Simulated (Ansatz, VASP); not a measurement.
CaCr: VASP beside Ansatz

```
CELL_PARAMETERS angstrom
4.40553 0.00000 0.00000
0.00000 4.40553 0.00000
0.00000 0.00000 23.80000
ATOMIC_POSITIONS crystal
Ca 0.50000 0.50000 0.29412
Cr 0.00000 0.00000 0.29412
```

Alike in both runs: functional PBE; k mesh 4 × 4 × 1; occupations gaussian, width 0.1 eV; collinear spin.

Ansatz relaxed the structure, and its values are those at the end. VASP's run is a single point on that final structure, the one shown.

|  | VASP | Ansatz |
| --- | --- | --- |
| version | VASP 6.6.1 | Ansatz 0.2.0 |
| potentials or method | VASP PAW PBE potentials, release 64 (Ca_sv, Cr_pv), cutoff 520 eV | scalar-relativistic, plane waves, PAW |
| valence electrons in the cell | 22 | 24 |

Ansatz gave:

| Property | Result |
| --- | --- |
| gap on the k mesh at the Fermi level (eV) | none |
| net moment per atom (μB) | 2.44 |
| size of the moment on the site where the two differ most (μB) | 4.24 |

Q: Estimate VASP's values.

A: gap on the k mesh at the Fermi level (eV): none; net moment per atom (μB): 2.44; size of the moment on the site where the two differ most (μB): 4.09.

Site moments also hang on the region over which each program counts them. A gap of «none» marks a metal or a gap that the smearing closes. VASP's potentials hold 22 valence electrons a cell and Ansatz's 24, so a difference there can come from the potentials and not from the codes. Ansatz's warnings: slab cell height set.
